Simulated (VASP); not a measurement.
# TiAl (P2/m) in VASP: further runs

The runs below take TiAl through single point, with PBEsol.

Program: VASP 6.6.1. These are calculated values, not measurements. Logs are shortened: lines on timing, memory, paths and dates and some standing lists are left out, and cuts for length are marked.

**1. The cell of the first run**

The structure is monoclinic, space group P2/m (No. 10). Conventional cell: a = 2.795 Å, b = 2.795 Å, c = 4.045 Å, α = 90.00°, β = 92.58°, γ = 90.00°. Ti (site symmetry 2/m) has 8 Al at 2.78 to 2.87 Å and 4 Ti at 2.79 Å within 3.7 Å. Within 3.7 Å of Al (site symmetry 2/m) lie 8 Ti at 2.78 to 2.87 Å and 4 Al at 2.79 Å.

**2. Single point, PBEsol (shear of c along a, cell held: +4.5 %)**

The input, INCAR:

```
SYSTEM = TiAl
  ALGO = Fast
  EDIFF = 1E-7
  ENCUT = 520
  GGA = PS
  ISIF = 2
  ISMEAR = 0
  LASPH = .True.
  LCHARG = .False.
  LREAL = .False.
  LWAVE = .False.
  NBANDS = 14
  NELM = 60
  PREC = Accurate
  SIGMA = 0.1
```

The input, KPOINTS:

```
k-points
0
Gamma
  18 18 14
  0 0 0
```

The input, POSCAR:

```
TiAl
1.0
    2.7946360195      0.0000000000      0.0000000000
    0.0000000000      2.7946360195      0.0000000000
    0.1818511644      0.0000000000      4.0411369870
Ti Al
1 1
Direct
    0.5000000000      0.5000000000      0.5000000000
    0.0000000000      0.0000000000      0.0000000000
```

Potentials or basis: VASP PAW PBE potentials, release 64 (Ti_sv, Al).

The run is started by

```console
> cat potpaw_PBE.64/Ti_sv/POTCAR potpaw_PBE.64/Al/POTCAR > POTCAR
> mpirun -np 1 vasp_std > vasp.out
```

OUTCAR:

```text
SYSTEM = TiAl
   EDIFF = 1E-7
   ENCUT = 520
   GGA = PS
   ISIF = 2
   ISMEAR = 0
   LASPH = .True.
   LREAL = .False.
   NELM = 60
   PREC = Accurate

 ion  position               nearest neighbor table
   1  0.500  0.500  0.500-   2 2.78   2 2.78   2 2.78   2 2.78   2 2.87   2 2.87   2 2.87   2 2.87

   2  0.000  0.000  0.000-   1 2.78   1 2.78   1 2.78   1 2.78   1 2.87   1 2.87   1 2.87   1 2.87

  LATTYP: Found a simple monoclinic cell.
 ALAT       =     2.7946360195
 B/A-ratio  =     1.0000000000
 C/A-ratio  =     1.4474967547
 COS(beta)  =    -0.0449545066

  Lattice vectors:

 A1 = (   2.7946360195,   0.0000000000,   0.0000000000)
 A2 = (   0.0000000000,  -2.7946360195,   0.0000000000)
 A3 = (  -0.1818511644,   0.0000000000,  -4.0411369870)

Analysis of symmetry for initial positions (statically):
=====================================================================
 Subroutine PRICEL returns:
 Original cell was already a primitive cell.

 Routine SETGRP: Setting up the symmetry group for a
 simple monoclinic supercell.

 Subroutine GETGRP returns: Found  4 space group operations
 (whereof  4 operations were pure point group operations)
 out of a pool of  4 trial point group operations.

The static configuration has the point symmetry C_2h.

Analysis of symmetry for dynamics (positions and initial velocities):
=====================================================================
 Subroutine PRICEL returns:
 Original cell was already a primitive cell.

 Routine SETGRP: Setting up the symmetry group for a
 simple monoclinic supercell.

 Subroutine GETGRP returns: Found  4 space group operations
 (whereof  4 operations were pure point group operations)
 out of a pool of  4 trial point group operations.

The dynamic configuration has the point symmetry C_2h.

 Subroutine INISYM returns: Found  4 space group operations
 (whereof  4 operations are pure point group operations),
 and found     1 'primitive' translations

----------------------------------------------------------------------------------------

                                     Primitive cell

  volume of cell :      31.5612

  direct lattice vectors                    reciprocal lattice vectors
     2.794636019  0.000000000  0.000000000     0.357828352  0.000000000 -0.016102276
     0.000000000  2.794636019  0.000000000     0.000000000  0.357828352  0.000000000
     0.181851164  0.000000000  4.041136987     0.000000000  0.000000000  0.247455111

  length of vectors
     2.794636019  2.794636019  4.045226569     0.358190470  0.357828352  0.247455111

  position of ions in fractional coordinates (direct lattice)
     0.500000000  0.500000000  0.500000000
     0.000000000  0.000000000  0.000000000

  ion indices of the primitive-cell ions
   primitive index   ion index
                 1           1
                 2           2

----------------------------------------------------------------------------------------

 KPOINTS: k-points

Automatic generation of k-mesh.
 Grid dimensions read from file:
 generate k-points for:   18   18   14

 Generating k-lattice:

  Cartesian coordinates                     Fractional coordinates (reciprocal lattice)
     0.019879353  0.000000000 -0.000894571     0.055555556  0.000000000  0.000000000
     0.000000000  0.019879353  0.000000000     0.000000000  0.055555556  0.000000000
     0.000000000  0.000000000  0.017675365     0.000000000  0.000000000  0.071428571

  Length of vectors
     0.019899471  0.019879353  0.017675365

  Shift w.r.t. Gamma in fractional coordinates (k-lattice)
     0.000000000  0.000000000  0.000000000

 Subroutine IBZKPT returns following result:
 ===========================================

 Found   1280 irreducible k-points:

 Following reciprocal coordinates:
            Coordinates               Weight
  0.000000  0.000000  0.000000      1.000000
  0.055556  0.000000  0.000000      2.000000
  0.111111  0.000000  0.000000      2.000000
  0.166667  0.000000  0.000000      2.000000
  0.222222  0.000000 -0.000000      2.000000
  0.277778  0.000000  0.000000      2.000000
[... 16 lines left out ...]
  0.111111  0.111111  0.000000      4.000000
  0.166667  0.111111  0.000000      4.000000
 [... further k-points ...]
   k-points           NKPTS =   1280   k-points in BZ     NKDIM =   1280   number of bands    NBANDS=     14
   number of dos      NEDOS =    301   number of ions     NIONS =      2
   total plane-waves  NPLWV =  17280
   dimension x,y,z NGX =    24 NGY =   24 NGZ =   30
   dimension x,y,z NGXF=    48 NGYF=   48 NGZF=   60
   ions per type =               1   1
   NGX,Y,Z   is equivalent  to a cutoff of  14.28, 14.28, 12.33 a.u.
   NGXF,Y,Z  is equivalent  to a cutoff of  28.55, 28.55, 24.66 a.u.
 SYSTEM =  TiAl
   PREC   = accura    normal or accurate (medium, high low for compatibility)
   ISTART =      0    job   : 0-new  1-cont  2-samecut
   ICHARG =      2    charge: 1-file 2-atom 10-const
   ISPIN  =      1    spin polarized calculation?
   LNONCOLLINEAR =      F non collinear calculations
   LSORBIT =      F    spin-orbit coupling
   LASPH  =      T    aspherical Exc in radial PAW
   ENCUT  =  520.0 eV  38.22 Ry    6.18 a.u.   5.20  5.20  7.52*2*pi/ulx,y,z
   NELM   =     60;   NELMIN=  2; NELMDL= -5     # of ELM steps
   EDIFF  = 0.1E-06   stopping-criterion for ELM
   LREAL  =      F    real-space projection
   EDIFFG = 0.1E-05   stopping-criterion for IOM
   NSW    =      0    number of steps for IOM
   IBRION =     -1    ionic relax: 0-MD 1-quasi-New 2-CG
   NFREE  =      0    steps in history (QN), initial steepest desc. (CG)
   ISIF   =      2    stress and relaxation
   ISYM   =      2    0-nonsym 1-usesym 2-fastsym
   POTIM  = 0.5000    time-step for ionic-motion
   TEBEG  =    0.0;   TEEND  =   0.0 temperature during run
   PSTRESS=    0.0 pullay stress
   NELECT =      15.0000    total number of electrons
   NUPDOWN=      -1.0000    fix difference up-down
   EMIN   =  10.00;   EMAX   =-10.00  energy-range for DOS
   EFERMI =   0.00;   METHOD = LEGACY
   ISMEAR =     0;   SIGMA  =   0.10  broadening in eV -4-tet -1-fermi 0-gaus
   EFERMI_NEDOS =   21; number of points for ismear=-14 and -15
   IALGO  =     68    algorithm
   IMIX   =      4    mixing-type and parameters
     AMIX     =   0.40;   BMIX     =  1.00
     AMIX_MAG =   1.60;   BMIX_MAG =  1.00
  volume/ion in A,a.u.               =      15.78       106.49
  Fermi-wavevector in a.u.,A,eV,Ry     =   1.277577  2.414271 22.207484  1.632204
  Thomas-Fermi vector in A             =   2.410169
   LORBIT       =      0    0 simple, 1 ext, 2 COOP (PROOUT), +10 PAW based schemes
   GGA     = PS    functional components
   LHFCALC =     F    Hartree Fock is set to
   AEXX    =    0.0000 exact exchange contribution
   IVDW    =     0    specifies the selected vdW correction
   LEPSILON=     F    determine dielectric tensor
   LRPA    =     F    only Hartree local field effects (RPA)
 non-spin polarized calculation
 RMM-DIIS sequential band-by-band and
 Gauss-broadening in eV      SIGMA  =   0.10
  energy-cutoff  :      520.00
  volume of cell :       31.56
 maximum number of plane-waves:       864
 NGX is ok and might be reduce to    24
   NGX = 11   NGY = 11   NGZ = 15

 number of electron      14.9999999 magnetization

 Free energy of the ion-electron system (eV)
  ---------------------------------------------------
  ext. energy  EPLUGINS =         0.00000000
  ---------------------------------------------------
  free energy    TOTEN  =       -13.22933694 eV

  energy without entropy =      -13.22052351  energy(sigma->0) =      -13.22493023

 E-fermi :   8.5147     XC(G=0): -11.2586

 val. band max:        8.5141509605   @ k =  -0.2222   0.3333   0.0714
 cond. band min:       8.5147679905   @ k =   0.2222   0.3333   0.0714
 fundamental gap:      0.0006170300
 Fermi energy:         8.5146958705

 k-point     1 :       0.0000    0.0000    0.0000
  band No.  band energies     occupation
      1     -47.8160      2.00000
      2     -24.3184      2.00000
      3     -23.8474      2.00000
      4     -23.8462      2.00000
      5      -0.6396      2.00000
      6       6.5731      2.00000
      7       7.6447      2.00000
      8       8.1663      2.00000
      9      10.7378      0.00000
     10      10.7448      0.00000
     11      11.9252      0.00000
     12      14.8605      0.00000
     13      17.1170      0.00000
     14      17.1376      0.00000

 k-point     2 :       0.0556    0.0000    0.0000
  band No.  band energies     occupation
      1     -47.8140      2.00000
      2     -24.3164      2.00000
      3     -23.8627      2.00000
      4     -23.8460      2.00000
      5      -0.5771      2.00000
      6       6.6247      2.00000
      7       7.6705      2.00000
      8       8.1085      2.00000
      9      10.7555      0.00000
     10      10.8052      0.00000
     11      11.8613      0.00000
     12      14.8571      0.00000
     13      16.1054      0.00000
     14      17.1985      0.00000

 k-point     3 :       0.1111    0.0000    0.0000
  band No.  band energies     occupation
      1     -47.8082      2.00000
      2     -24.3108      2.00000
      3     -23.9100      2.00000
      4     -23.8419      2.00000
      5      -0.3909      2.00000
      6       6.7707      2.00000
      7       7.7366      2.00000
      8       7.9528      2.00000
      9      10.7863      0.00000
     10      10.9931      0.00000
     11      11.6856      0.00000
     12      14.6974      0.00000
     13      14.9542      0.00000
     14      17.4322      0.00000
[... 324 lines left out ...]
 k-point    23 :       0.1111    0.1111    0.0000
  band No.  band energies     occupation
      1     -47.8005      2.00000
      2     -24.3032      2.00000
      3     -23.9083      2.00000
      4     -23.9011      2.00000
      5      -0.1454      2.00000
      6       6.9601      2.00000
      7       7.8399      2.00000
      8       7.8480      2.00000
      9      10.4024      0.00000
     10      11.4088      0.00000
     11      11.5886      0.00000
     12      14.4549      0.00000
     13      14.8455      0.00000
     14      16.0229      0.00000

 k-point    24 :       0.1667    0.1111    0.0000
  band No.  band energies     occupation
      1     -47.7917      2.00000
      2     -24.2947      2.00000
      3     -23.9759      2.00000
      4     -23.8983      2.00000
      5       0.1580      2.00000
      6       7.1550      2.00000
      7       7.7127      2.00000
      8       7.9337      2.00000
      9      10.2834      0.00000
     10      11.1342      0.00000
     11      11.9577      0.00000
     12      13.6146      0.00000
     13      14.8758      0.00000
     14      15.9712      0.00000

 [... further k-points ...]

------------------------ aborting loop because EDIFF is reached ----------------------------------------

  FORCE on cell =-STRESS in cart. coord.  units (eV):
  Direction    XX          YY          ZZ          XY          YZ          ZX
  --------------------------------------------------------------------------------------
  -------------------------------------------------------------------------------------
  Total       -0.0047570      0.0525485      0.1037494      0.0000000      0.0000000     -1.0576770
  in kB       -0.2414870      2.6675772      5.2667416      0.0000000      0.0000000    -53.6919980
  external PRESSURE =       2.5642772 kB  Pullay stress =       0.0000000 kB

 VOLUME and BASIS-vectors are now :
 -----------------------------------------------------------------------------
  energy-cutoff  :      520.00
  volume of cell :       31.56
      direct lattice vectors                 reciprocal lattice vectors
     2.794636019  0.000000000  0.000000000     0.357828352  0.000000000 -0.016102276
     0.000000000  2.794636019  0.000000000     0.000000000  0.357828352  0.000000000
     0.181851164  0.000000000  4.041136987     0.000000000  0.000000000  0.247455111

 POSITION                                       TOTAL-FORCE (eV/Angst)
 -----------------------------------------------------------------------------------
      1.48824      1.39732      2.02057        -0.000000      0.000000      0.000000
      0.00000      0.00000      0.00000         0.000000      0.000000      0.000000
 -----------------------------------------------------------------------------------
    total drift:                                0.000000      0.000000     -0.000000

  FREE ENERGIE OF THE ION-ELECTRON SYSTEM (eV)
  ---------------------------------------------------
  free  energy   TOTEN  =       -13.2293369435 eV

  energy  without entropy=      -13.2205235129  energy(sigma->0) =      -13.22493023
```

Run time: 30 min. Hardware: 1 thread of AMD EPYC 7R43 (Zen 3), shared host; peak memory 0.6 GiB.

Results:

```yaml
Free_energy: -13.2293 eV
Pressure: 0.3 GPa
Band_gap_on_the_k_mesh: zero (an odd number of electrons rules out a gap without spin polarisation)
```

Caveat: the cell differs from its parent crystal (shear of c along a, cell held: +4.5 %); the PAW data sets were made with another functional, which shifts forces and pressure a little.

(Part 1 of 3 ends here.)
